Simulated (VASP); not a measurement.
# Si in VASP: single point with r2SCAN

Aim: the single point of Si with r2SCAN.

All numbers are computed with VASP 6.6.1; they aren't measurements. Logs are shortened: lines on timing, memory, paths and dates and some standing lists are left out, and cuts for length are marked.

## Step 1: The cell of the first run

The typed cell holds 2 atoms: a = 2.669 Å, b = 3.635 Å, c = 3.635 Å, α = 81.86°, β = 68.48°, γ = 68.47°.

## Step 2: Single point, r2SCAN

POSCAR

```
Si
1.0
    2.6686563167     -0.0000643249      0.0002877191
    1.3341109429     -2.3816226119     -2.4008275972
    1.3339995287      2.3816930748     -2.4009506554
Si
2
Direct
    0.1187586521      0.0000318630      0.0000066469
    0.3812413479      0.4999681370      0.4999933531
```

INCAR.step1

```
SYSTEM = Si
ALGO = Normal
EDIFF = 1E-5
ENCUT = 550
GGA = PE
GGA_COMPAT = .FALSE.
ISMEAR = 0
LASPH = .TRUE.
LCHARG = .FALSE.
LREAL = .FALSE.
LWAVE = .TRUE.
NBANDS = 11
NELM = 120
PREC = Accurate
SIGMA = 0.15
```

INCAR.step2

```
SYSTEM = Si
ALGO = Normal
EDIFF = 1E-6
ENCUT = 550
GGA_COMPAT = .FALSE.
ISIF = 2
ISMEAR = 0
ISTART = 1
LASPH = .TRUE.
LCHARG = .TRUE.
LELF = .TRUE.
LMIXTAU = .TRUE.
LREAL = .FALSE.
LVHAR = .TRUE.
LWAVE = .FALSE.
METAGGA = R2SCAN
NBANDS = 11
NELM = 120
PREC = Accurate
SIGMA = 0.15
```

KPOINTS

```
k-points
0
G
  14 14 14
  0 0 0
```

Potentials or basis: VASP PAW PBE potentials, release 64 (Si).

On the command line:

```console
$ cat potpaw_PBE.64/Si/POTCAR > POTCAR
$ cp INCAR.step1 INCAR
$ mpirun -np 1 vasp_std > vasp.out
$ cp INCAR.step2 INCAR
$ mpirun -np 1 vasp_std > vasp.out
```

OUTCAR:

```text
SYSTEM = Si
   EDIFF = 1E-6
   ENCUT = 550
   ISIF = 2
   ISMEAR = 0
   ISTART = 1
   LASPH = .TRUE.
   LREAL = .FALSE.
   METAGGA = R2SCAN
   NELM = 120
   PREC = Accurate

 ion  position               nearest neighbor table
   1  0.119  0.000  0.000-   2 2.48   2 2.48   2 2.48   2 2.48   2 3.09   2 3.09   2 3.15   2 3.15

   2  0.381  0.500  0.500-   1 2.48   1 2.48   1 2.48   1 2.48   1 3.09   1 3.09   1 3.15   1 3.15

  LATTYP: Found a base centered monoclinic cell.
 ALAT       =    23.5877920969
 B/A-ratio  =     0.2019398708
 C/A-ratio  =     0.3043445274
 COS(beta)  =    -0.9971321623

  Lattice vectors:

 A1 = (  -9.3394226337,  -2.3816348879,   7.2021534698)
 A2 = (  -9.3395340479,   2.3816807988,   7.2020304116)
 A3 = (   5.3367667883,   0.0000061380,  -4.8014905335)

Analysis of symmetry for initial positions (statically):
=====================================================================
 Subroutine PRICEL returns:
 Original cell was already a primitive cell.

 Routine SETGRP: Setting up the symmetry group for a
 base centered monoclinic supercell.

 Subroutine GETGRP returns: Found  2 space group operations
 (whereof  1 operations were pure point group operations)
 out of a pool of  4 trial point group operations.

The static configuration has the point symmetry C_1 .
 The point group associated with its full space group is S_2 .

Analysis of symmetry for dynamics (positions and initial velocities):
=====================================================================
 Subroutine PRICEL returns:
 Original cell was already a primitive cell.

 Routine SETGRP: Setting up the symmetry group for a
 base centered monoclinic supercell.

 Subroutine GETGRP returns: Found  2 space group operations
 (whereof  1 operations were pure point group operations)
 out of a pool of  4 trial point group operations.

The dynamic configuration has the point symmetry C_1 .
 The point group associated with its full space group is S_2 .

 Subroutine INISYM returns: Found  2 space group operations
 (whereof  1 operations are pure point group operations),
 and found     1 'primitive' translations

----------------------------------------------------------------------------------------

                                     Primitive cell

  volume of cell :      30.5211

  direct lattice vectors                    reciprocal lattice vectors
     2.668656317 -0.000064325  0.000287719     0.374697967  0.000014143  0.208201112
     1.334110943 -2.381622612 -2.400827597     0.000017392 -0.209943176 -0.208249598
[... 86 lines left out ...]
   LREAL  =      F    real-space projection
[... 7 lines left out ...]
   TEBEG  =    0.0;   TEEND  =   0.0 temperature during run
   PSTRESS=    0.0 pullay stress
   NELECT =       8.0000    total number of electrons
   NUPDOWN=      -1.0000    fix difference up-down
   EMIN   =  10.00;   EMAX   =-10.00  energy-range for DOS
   EFERMI =   0.00;   METHOD = LEGACY
   ISMEAR =     0;   SIGMA  =   0.15  broadening in eV -4-tet -1-fermi 0-gaus
   EFERMI_NEDOS =   21; number of points for ismear=-14 and -15
   IALGO  =     38    algorithm
   IMIX   =      4    mixing-type and parameters
     AMIX     =   0.40;   BMIX     =  1.00
     AMIX_MAG =   1.60;   BMIX_MAG =  1.00
  volume/ion in A,a.u.               =      15.26       102.98
  Fermi-wavevector in a.u.,A,eV,Ry     =   1.047703  1.979871 14.934860  1.097681
  Thomas-Fermi vector in A             =   2.182594
   LORBIT       =      0    0 simple, 1 ext, 2 COOP (PROOUT), +10 PAW based schemes
   METAGGA = R2SCAN    functional components
   LHFCALC =     F    Hartree Fock is set to
   AEXX    =    0.0000 exact exchange contribution
   IVDW    =     0    specifies the selected vdW correction
   LEPSILON=     F    determine dielectric tensor
   LRPA    =     F    only Hartree local field effects (RPA)
 non-spin polarized calculation
 Gauss-broadening in eV      SIGMA  =   0.15
  energy-cutoff  :      550.00
  volume of cell :       30.52
 maximum number of plane-waves:       913
   NGX = 11   NGY = 13   NGZ = 13

 number of electron       8.0000000 magnetization

 Free energy of the ion-electron system (eV)
  ---------------------------------------------------
  ext. energy  EPLUGINS =         0.00000000
  ---------------------------------------------------
  free energy    TOTEN  =       -16.68529496 eV

  energy without entropy =      -16.67726321  energy(sigma->0) =      -16.68127908

 E-fermi :   9.1648     XC(G=0): -11.4861

 val. band max:        9.1638725049   @ k =  -0.4286   0.3571   0.0000
 cond. band min:       9.1737786863   @ k =   0.3571   0.1429   0.2857
 fundamental gap:      0.0099061813
 Fermi energy:         9.1647815766

 k-point     1 :       0.0000    0.0000    0.0000
  band No.  band energies     occupation
      1      -5.3349      2.00000
      2       6.4439      2.00000
      3       6.5379      2.00000
      4       7.3106      2.00000
      5      11.0862      0.00000
      6      17.0097      0.00000
      7      18.5011      0.00000
      8      18.7518      0.00000
      9      18.8020      0.00000
     10      19.8496      0.00000
     11      20.5378      0.00000
[... 309 lines left out ...]
 k-point    24 :       0.0714    0.1429   -0.0000
  band No.  band energies     occupation
      1      -5.0555      2.00000
      2       4.8045      2.00000
      3       6.4766      2.00000
      4       8.8489      1.99710
      5      12.2019      0.00000
      6      15.2707      0.00000
      7      16.7373      0.00000
      8      17.9040      0.00000
      9      18.3448      0.00000
     10      20.0444      0.00000
     11      21.2188      0.00000

 [... further k-points ...]

------------------------ aborting loop because EDIFF is reached ----------------------------------------

  FORCE on cell =-STRESS in cart. coord.  units (eV):
  Direction    XX          YY          ZZ          XY          YZ          ZX
  --------------------------------------------------------------------------------------
  -------------------------------------------------------------------------------------
  Total       -0.0202835     -0.0257449     -0.0528235      0.0004889      0.0011868     -0.0027082
  in kB       -1.0647652     -1.3514572     -2.7729208      0.0256622      0.0623022     -0.1421662
  external PRESSURE =      -1.7297144 kB  Pullay stress =       0.0000000 kB

 VOLUME and BASIS-vectors are now :
 -----------------------------------------------------------------------------
  energy-cutoff  :      550.00
  volume of cell :       30.52
      direct lattice vectors                 reciprocal lattice vectors
     2.668656317 -0.000064325  0.000287719     0.374697967  0.000014143  0.208201112
     1.334110943 -2.381622612 -2.400827597     0.000017392 -0.209943176 -0.208249598
     1.333999529  2.381693075 -2.400950655     0.000027511  0.209932418 -0.208237814

 POSITION                                       TOTAL-FORCE (eV/Angst)
 -----------------------------------------------------------------------------------
      0.31698     -0.00007     -0.00006         0.000378      0.000537      0.000690
      2.35141      0.00007     -2.40069        -0.000378     -0.000537     -0.000690
 -----------------------------------------------------------------------------------
    total drift:                                0.000000      0.000000      0.000000

  FREE ENERGIE OF THE ION-ELECTRON SYSTEM (eV)
  ---------------------------------------------------
  free  energy   TOTEN  =       -16.6852949588 eV

  energy  without entropy=      -16.6772632073  energy(sigma->0) =      -16.68127908
```

OUTCAR.step1:

```text
SYSTEM = Si
   EDIFF = 1E-5
   ENCUT = 550
   GGA = PE
   ISMEAR = 0
   LASPH = .TRUE.
   LREAL = .FALSE.
[... 562 lines left out ...]
      0.31698     -0.00007     -0.00006         0.001864      0.000579      0.000762
      2.35141      0.00007     -2.40069        -0.001864     -0.000579     -0.000762
 -----------------------------------------------------------------------------------
    total drift:                                0.000000      0.000000      0.000000

  FREE ENERGIE OF THE ION-ELECTRON SYSTEM (eV)
  ---------------------------------------------------
  free  energy   TOTEN  =       -10.2695643131 eV

  energy  without entropy=      -10.2605838607  energy(sigma->0) =      -10.26507409
```

Run time: 11 min. Hardware: 1 thread of Intel Xeon Platinum 8488C (Sapphire Rapids), shared host; peak memory 0.46 GiB.

What came out:

| Quantity | Value |
| --- | --- |
| Free energy | -16.6853 eV |
| Pressure | -0.2 GPa |
| Band gap on the k mesh | zero (bands 4 and 5 overlap by 6.72 eV) |

Levels at points of the mesh, in eV from the Fermi level:
```tsv
k point	band 2	band 3	band 4	band 5	band 6	band 7
(0.00, 0.00, 0.00)	-2.72	-2.63	-1.85	1.92	7.84	9.34
(0.50, 0.00, 0.00)	-7.20	-2.22	-1.89	-1.51	1.22	4.77
(0.00, 0.50, 0.00)	-11.21	0.32	0.32	2.95	2.95	8.66
(0.50, 0.50, 0.00)	-7.15	-2.36	-1.97	-1.59	1.35	4.88
(0.00, 0.00, 0.50)	-11.21	0.32	0.32	2.95	2.95	8.67
(0.50, 0.00, 0.50)	-7.15	-2.36	-1.97	-1.59	1.35	4.88
(0.00, 0.50, 0.50)	-8.60	-7.13	-7.10	5.84	5.96	13.83
(0.50, 0.50, 0.50)	-7.20	-2.22	-1.90	-1.51	1.22	4.76
```

Caveat: the PAW data sets were made with another functional, which shifts forces and pressure a little.
